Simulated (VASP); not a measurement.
Input of a VASP 6.6.1 run:

The input INCAR:

```
PREC = Accurate ; ENCUT = 600
EDIFF = 1E-6 ; ISMEAR = 0
SIGMA = 0.2 ; LREAL = F
LASPH = T ; NELM = 60
ALGO = Normal ; ISIF = 3
LWAVE = F ; LCHARG = F
GGA = PE ; IBRION = 2
NSW = 36 ; EDIFFG = -0.08
```

KPOINTS

```
regular mesh
0
Gamma
  5 5 5
```

POSCAR

```
MgZn4O
1.0
   -3.1650000000      3.1650000000      2.0050000000
    3.1650000000     -3.1650000000      2.0050000000
    3.1650000000      3.1650000000     -2.0050000000
Mg Zn O
1 4 1
Direct
    0.0000000000      0.0000000000      0.0000000000
    0.8000000000      0.4000000000      0.2000000000
    0.2000000000      0.6000000000      0.8000000000
    0.6000000000      0.8000000000      0.4000000000
    0.4000000000      0.2000000000      0.6000000000
    0.5000000000      0.5000000000      0.0000000000
```

Potentials or basis: VASP PAW PBE potentials, release 64 (Mg, Zn, O).

The run is started by

```bash
$ cat potpaw_PBE.64/Mg/POTCAR potpaw_PBE.64/Zn/POTCAR potpaw_PBE.64/O/POTCAR > POTCAR
$ mpirun -np 1 vasp_std > vasp.out
```

(1) What does it give for the space group after relaxing (to 0.1 Å)?

(2) Estimate the band gap on the k mesh.

(3) What does it give for the relaxed volume?

## Answers

(1) I4/m (No. 87).

(2) zero (bands 28 and 29 overlap by 1.86 eV).

(3) 15.01 Å³/atom.

Caveat: the k points lie up to 0.37 Å⁻¹ apart in the final cell, too coarse for converged energies and pressures of a metal.
